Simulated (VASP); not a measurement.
Set up this calculation in VASP 6.6.1, as the native input.

* Task: single point
* Functional: LDA
* Potentials or basis: VASP PAW LDA potentials, release 64 (Mg, O)
* Cutoff: 600 eV
* k mesh: 8 × 8 × 8
* Occupations: fermi-dirac, width 0.02 eV
* Spin: no spin polarisation
* Dipole correction: no
* Further INCAR settings: ALGO = Normal; EDIFF = 1e-06; NBANDS = 11

The structure of MgO (Periclase) lies in POSCAR:

```
MgO
1.0
    2.9818690000      0.0000000000      0.0000000000
    1.4909345000      2.5823743048      0.0000000000
    1.4909345000      0.8607914349      2.4346858433
Mg O
1 1
Direct
    0.0000000000      0.0000000000      0.0000000000
    0.5000000000      0.5000000000      0.5000000000
```

These files were run (other wordings do the same):

INCAR

```
SYSTEM = MgO
PREC = Accurate
ENCUT = 600
EDIFF = 1E-6
ISMEAR = -1
SIGMA = 0.02
LREAL = .FALSE.
LASPH = .TRUE.
NELM = 120
ALGO = Normal
ISIF = 2
LWAVE = .FALSE.
LCHARG = .FALSE.
GGA = CA
NBANDS = 11
GGA_COMPAT = .FALSE.
```

KPOINTS

```
regular mesh
0
G
  8 8 8
  0 0 0
```

Potentials or basis: VASP PAW LDA potentials, release 64 (Mg, O).

Run with:

```sh
$ cat potpaw_LDA.64/Mg/POTCAR potpaw_LDA.64/O/POTCAR > POTCAR
$ mpirun -np 1 vasp_std > vasp.out
```

Results of the run:

```json
{"Pressure": "-8.5 GPa", "Band gap on the k mesh": "4.62 eV, direct"}
```

Run time: 12 s on 1 thread of AMD EPYC 7R13 (shared host), peak memory 0.1 GiB.
